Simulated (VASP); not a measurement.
# Zr2GaAs3 (P6/mmm) in VASP: notebook

The runs below take Zr2GaAs3 through single point, relaxation of cell and atoms, with PBE.

Everything below comes from runs of VASP 6.6.1. Logs are shortened: lines on timing, memory, paths and dates and some standing lists are left out, and cuts for length are marked.

**1. The cell of the first run**

It takes space group P6/mmm (No. 191, hexagonal). Conventional cell: a = 4.719 Å, b = 4.719 Å, c = 10.567 Å, α = 90.00°, β = 90.00°, γ = 120.00°. Within 3.3 Å of Zr (site symmetry 6mm) lie 1 As at 2.50 Å and 1 Ga at 2.78 Å. Ga (site symmetry 6/mmm) has 2 Zr at 2.78 Å within 3.7 Å. Within 3.7 Å of As (site symmetry -6m2) lie 6 As at 2.72 Å and 6 Zr at 3.70 Å. As (site symmetry 6/mmm) has 2 Zr at 2.50 Å and 6 As at 2.72 Å within 3.3 Å.

The cell was built from a structure type or drawn by symmetry, and may not be a known phase.

**2. Single point, PBE**

Contents of INCAR:

```
ALGO     = Normal         # electronic algorithm
EDIFF    = 1E-7           # SCF threshold, eV
ENCUT    = 520            # plane-wave cutoff, eV
GGA      = PE             # functional
ISIF     = 2              # what is computed and relaxed
ISMEAR   = 0              # smearing method
LASPH    = True           # aspherical terms in the spheres
LCHARG   = True           # write CHGCAR
LELF     = True           # ELF
LREAL    = False          # projectors in reciprocal space
LVHAR    = True         
LWAVE    = False          # write WAVECAR
NBANDS   = 35             # bands
NELM     = 100            # most SCF steps
PREC     = Accurate       # precision mode
SIGMA    = 0.1            # smearing width, eV
```

Contents of KPOINTS:

```
k-points
0
Gamma
  6 6 4
```

Contents of POSCAR:

```
Zr2GaAs3
1.0
    4.7187127708     -0.0000000030      0.0000000000
   -2.3593563828      4.0865251341      0.0000000000
    0.0000000000      0.0000000000     10.5665437879
Zr Ga As
2 1 3
Direct
    0.0000000000      0.0000000000      0.2366225647
    0.0000000000      0.0000000000      0.7633774353
    0.0000000000      0.0000000000      0.5000000000
    0.3333333333      0.6666666667      0.0000000000
    0.6666666667      0.3333333333      0.0000000000
    0.0000000000      0.0000000000      0.0000000000
```

Potentials or basis: VASP PAW PBE potentials, release 64 (Zr_sv, Ga_d, As).

The run is started by

```sh
$ cat potpaw_PBE.64/Zr_sv/POTCAR potpaw_PBE.64/Ga_d/POTCAR potpaw_PBE.64/As/POTCAR > POTCAR
$ mpirun -np 1 vasp_std > vasp.out
```

OUTCAR:

```text
EDIFF = 1E-7
   ENCUT = 520
   GGA = PE
   ISIF = 2
   ISMEAR = 0
   LASPH = True
   LREAL = False
   NELM = 100
   PREC = Accurate

 ion  position               nearest neighbor table
   1  0.000  0.000  0.237-   6 2.50   3 2.78
   2  0.000  0.000  0.763-   6 2.50   3 2.78
   3  0.000  0.000  0.500-   1 2.78   2 2.78
   4  0.333  0.667  0.000-   5 2.72   6 2.72   5 2.72   6 2.72   6 2.72   5 2.72
   5  0.667  0.333  0.000-   4 2.72   6 2.72   4 2.72   6 2.72   6 2.72   4 2.72
   6  0.000  0.000  0.000-   1 2.50   2 2.50   4 2.72   5 2.72   4 2.72   5 2.72   5 2.72   4 2.72

  LATTYP: Found a hexagonal cell.
 ALAT       =     4.7187127708
 C/A-ratio  =     2.2392852248

  Lattice vectors:

 A1 = (   4.7187127708,  -0.0000000030,   0.0000000000)
 A2 = (  -2.3593563828,   4.0865251341,   0.0000000000)
 A3 = (   0.0000000000,   0.0000000000,  10.5665437879)

Analysis of symmetry for initial positions (statically):
=====================================================================
 Subroutine PRICEL returns:
 Original cell was already a primitive cell.

 Routine SETGRP: Setting up the symmetry group for a
 hexagonal supercell.

 Subroutine GETGRP returns: Found 24 space group operations
 (whereof 24 operations were pure point group operations)
 out of a pool of 24 trial point group operations.

The static configuration has the point symmetry D_6h.

Analysis of symmetry for dynamics (positions and initial velocities):
=====================================================================
 Subroutine PRICEL returns:
 Original cell was already a primitive cell.

 Routine SETGRP: Setting up the symmetry group for a
 hexagonal supercell.

 Subroutine GETGRP returns: Found 24 space group operations
 (whereof 24 operations were pure point group operations)
 out of a pool of 24 trial point group operations.

The dynamic configuration has the point symmetry D_6h.

 Subroutine INISYM returns: Found 24 space group operations
 (whereof 24 operations are pure point group operations),
 and found     1 'primitive' translations

----------------------------------------------------------------------------------------

                                     Primitive cell

  volume of cell :     203.7561

  direct lattice vectors                    reciprocal lattice vectors
     4.718712771 -0.000000003  0.000000000     0.211922202  0.122353340  0.000000000
    -2.359356383  4.086525134  0.000000000     0.000000000  0.244706681  0.000000000
     0.000000000  0.000000000 10.566543788     0.000000000  0.000000000  0.094638325

  length of vectors
     4.718712771  4.718712771 10.566543788     0.244706681  0.244706681  0.094638325

  position of ions in fractional coordinates (direct lattice)
     0.000000000  0.000000000  0.236622565
     0.000000000  0.000000000  0.763377435
     0.000000000  0.000000000  0.500000000
     0.333333333  0.666666667  0.000000000
     0.666666667  0.333333333  0.000000000
     0.000000000  0.000000000  0.000000000

  ion indices of the primitive-cell ions
   primitive index   ion index
                 1           1
                 2           2
                 3           3
                 4           4
                 5           5
                 6           6

----------------------------------------------------------------------------------------

 KPOINTS: k-points

Automatic generation of k-mesh.
 Grid dimensions read from file:
 generate k-points for:    6    6    4

 Generating k-lattice:

  Cartesian coordinates                     Fractional coordinates (reciprocal lattice)
     0.035320367  0.020392223  0.000000000     0.166666667 -0.000000000  0.000000000
     0.000000000  0.040784447  0.000000000     0.000000000  0.166666667  0.000000000
     0.000000000  0.000000000  0.023659581     0.000000000  0.000000000  0.250000000

  Length of vectors
     0.040784447  0.040784447  0.023659581

  Shift w.r.t. Gamma in fractional coordinates (k-lattice)
     0.000000000  0.000000000  0.000000000

 Subroutine IBZKPT returns following result:
 ===========================================

 Found     21 irreducible k-points:

 Following reciprocal coordinates:
            Coordinates               Weight
  0.000000  0.000000  0.000000      1.000000
  0.166667  0.000000  0.000000      6.000000
  0.333333 -0.000000  0.000000      6.000000
  0.500000 -0.000000  0.000000      3.000000
  0.166667  0.166667  0.000000      6.000000
  0.333333  0.166667  0.000000     12.000000
[... 13 lines left out ...]
  0.333333  0.166667  0.500000     12.000000
  0.333333  0.333333  0.500000      2.000000
   k-points           NKPTS =     21   k-points in BZ     NKDIM =     21   number of bands    NBANDS=     35
   number of dos      NEDOS =    301   number of ions     NIONS =      6
   total plane-waves  NPLWV = 103680
   dimension x,y,z NGX =    36 NGY =   36 NGZ =   80
   dimension x,y,z NGXF=    72 NGYF=   72 NGZF=  160
   ions per type =               2   1   3
   NGX,Y,Z   is equivalent  to a cutoff of  12.68, 12.68, 12.59 a.u.
   NGXF,Y,Z  is equivalent  to a cutoff of  25.37, 25.37, 25.17 a.u.
 SYSTEM =  unknown system
   PREC   = accura    normal or accurate (medium, high low for compatibility)
   ISTART =      0    job   : 0-new  1-cont  2-samecut
   ICHARG =      2    charge: 1-file 2-atom 10-const
   ISPIN  =      1    spin polarized calculation?
   LNONCOLLINEAR =      F non collinear calculations
   LSORBIT =      F    spin-orbit coupling
   LASPH  =      T    aspherical Exc in radial PAW
   ENCUT  =  520.0 eV  38.22 Ry    6.18 a.u.   8.77  8.77 19.65*2*pi/ulx,y,z
   NELM   =    100;   NELMIN=  2; NELMDL= -5     # of ELM steps
   EDIFF  = 0.1E-06   stopping-criterion for ELM
   LREAL  =      F    real-space projection
   EDIFFG = 0.1E-05   stopping-criterion for IOM
   NSW    =      0    number of steps for IOM
   IBRION =     -1    ionic relax: 0-MD 1-quasi-New 2-CG
   NFREE  =      0    steps in history (QN), initial steepest desc. (CG)
   ISIF   =      2    stress and relaxation
   ISYM   =      2    0-nonsym 1-usesym 2-fastsym
   POTIM  = 0.5000    time-step for ionic-motion
   TEBEG  =    0.0;   TEEND  =   0.0 temperature during run
   PSTRESS=    0.0 pullay stress
   NELECT =      52.0000    total number of electrons
   NUPDOWN=      -1.0000    fix difference up-down
   EMIN   =  10.00;   EMAX   =-10.00  energy-range for DOS
   EFERMI =   0.00;   METHOD = LEGACY
   ISMEAR =     0;   SIGMA  =   0.10  broadening in eV -4-tet -1-fermi 0-gaus
   EFERMI_NEDOS =   21; number of points for ismear=-14 and -15
   IALGO  =     38    algorithm
   IMIX   =      4    mixing-type and parameters
     AMIX     =   0.40;   BMIX     =  1.00
     AMIX_MAG =   1.60;   BMIX_MAG =  1.00
  volume/ion in A,a.u.               =      33.96       229.17
  Fermi-wavevector in a.u.,A,eV,Ry     =   1.038418  1.962326 14.671337  1.078313
  Thomas-Fermi vector in A             =   2.172902
   LORBIT       =      0    0 simple, 1 ext, 2 COOP (PROOUT), +10 PAW based schemes
   GGA     = PE    functional components
   LHFCALC =     F    Hartree Fock is set to
   AEXX    =    0.0000 exact exchange contribution
   IVDW    =     0    specifies the selected vdW correction
   LEPSILON=     F    determine dielectric tensor
   LRPA    =     F    only Hartree local field effects (RPA)
 non-spin polarized calculation
 Gauss-broadening in eV      SIGMA  =   0.10
  energy-cutoff  :      520.00
  volume of cell :      203.76
 maximum number of plane-waves:      5529
 NGX is ok and might be reduce to    36
   NGX = 17   NGY = 17   NGZ = 39

 number of electron      52.0000007 magnetization

 Free energy of the ion-electron system (eV)
  ---------------------------------------------------
  ext. energy  EPLUGINS =         0.00000000
  ---------------------------------------------------
  free energy    TOTEN  =       -27.15593715 eV

  energy without entropy =      -27.11781882  energy(sigma->0) =      -27.13687799

 E-fermi :   3.0272     XC(G=0):  -8.3349

 val. band max:        3.0230221241   @ k =   0.3333   0.1667   0.0000
 cond. band min:       3.0677843699   @ k =   0.1667   0.1667   0.2500
 fundamental gap:      0.0447622458
 Fermi energy:         3.0272084447

 k-point     1 :       0.0000    0.0000    0.0000
  band No.  band energies     occupation
      1     -47.1432      2.00000
      2     -47.1429      2.00000
      3     -25.2144      2.00000
      4     -25.2144      2.00000
      5     -25.2137      2.00000
      6     -25.2137      2.00000
[... 27 lines left out ...]
     34       4.0434      0.00000
     35       5.3234      0.00000

 k-point     2 :       0.1667    0.0000    0.0000
  band No.  band energies     occupation
      1     -47.1431      2.00000
      2     -47.1428      2.00000
      3     -25.2164      2.00000
      4     -25.2157      2.00000
      5     -25.2149      2.00000
      6     -25.2142      2.00000
[... 27 lines left out ...]
     34       4.3804      0.00000
     35       5.2645      0.00000

 k-point     3 :       0.3333   -0.0000    0.0000
  band No.  band energies     occupation
      1     -47.1430      2.00000
      2     -47.1427      2.00000
      3     -25.2206      2.00000
      4     -25.2198      2.00000
      5     -25.2160      2.00000
      6     -25.2153      2.00000
[... 27 lines left out ...]
     34       4.5528      0.00000
     35       4.9736      0.00000
[... 609 lines left out ...]
 k-point    20 :       0.3333    0.1667    0.5000
  band No.  band energies     occupation
      1     -47.1429      2.00000
      2     -47.1426      2.00000
      3     -25.2216      2.00000
      4     -25.2208      2.00000
      5     -25.2176      2.00000
      6     -25.2168      2.00000
[... 27 lines left out ...]
     34       4.7819      0.00000
     35       5.4489      0.00000

 k-point    21 :       0.3333    0.3333    0.5000
  band No.  band energies     occupation
      1     -47.1429      2.00000
      2     -47.1426      2.00000
      3     -25.2203      2.00000
      4     -25.2203      2.00000
      5     -25.2194      2.00000
      6     -25.2194      2.00000
[... 27 lines left out ...]
     34       4.5678      0.00000
     35       5.4756      0.00000

------------------------ aborting loop because EDIFF is reached ----------------------------------------

  FORCE on cell =-STRESS in cart. coord.  units (eV):
  Direction    XX          YY          ZZ          XY          YZ          ZX
  --------------------------------------------------------------------------------------
  -------------------------------------------------------------------------------------
  Total        0.0723675      0.0723675      0.2711944      0.0000000      0.0000000     -0.0000000
  in kB        0.5690408      0.5690408      2.1324585      0.0000000      0.0000000     -0.0000000
  external PRESSURE =       1.0901800 kB  Pullay stress =       0.0000000 kB

 VOLUME and BASIS-vectors are now :
 -----------------------------------------------------------------------------
  energy-cutoff  :      520.00
  volume of cell :      203.76
      direct lattice vectors                 reciprocal lattice vectors
     4.718712771 -0.000000003  0.000000000     0.211922202  0.122353340  0.000000000
    -2.359356383  4.086525134  0.000000000     0.000000000  0.244706681  0.000000000
     0.000000000  0.000000000 10.566543788     0.000000000  0.000000000  0.094638325

 POSITION                                       TOTAL-FORCE (eV/Angst)
 -----------------------------------------------------------------------------------
      0.00000      0.00000      2.50028         0.000000     -0.000000      0.029262
      0.00000      0.00000      8.06626        -0.000000      0.000000     -0.029262
      0.00000      0.00000      5.28327         0.000000      0.000000      0.000000
      0.00000      2.72435      0.00000        -0.000000      0.000000      0.000000
      2.35936      1.36218      0.00000         0.000000     -0.000000      0.000000
      0.00000      0.00000      0.00000         0.000000      0.000000      0.000000
 -----------------------------------------------------------------------------------
    total drift:                                0.000000      0.000000      0.000000

  FREE ENERGIE OF THE ION-ELECTRON SYSTEM (eV)
  ---------------------------------------------------
  free  energy   TOTEN  =       -27.1559371538 eV

  energy  without entropy=      -27.1178188203  energy(sigma->0) =      -27.13687799
```

Run time: 1.8 min. Hardware: 1 thread of Intel Xeon 6975P-C (Granite Rapids), shared host; peak memory 0.39 GiB.

What came out:

* Free energy: -27.1559 eV
* Pressure: 0.1 GPa
* Largest force: 0.029 eV/Å
* Band gap on the k mesh: zero (bands 26 and 27 overlap by 0.44 eV)

Forces in eV/Å, atoms in the order of the input:
```
Zr   0.000  0.000  0.029
Zr   0.000  0.000 -0.029
Ga   0.000  0.000  0.000
As   0.000  0.000  0.000
As   0.000  0.000  0.000
As   0.000  0.000  0.000
```

(Part 1 of 2 ends here.)
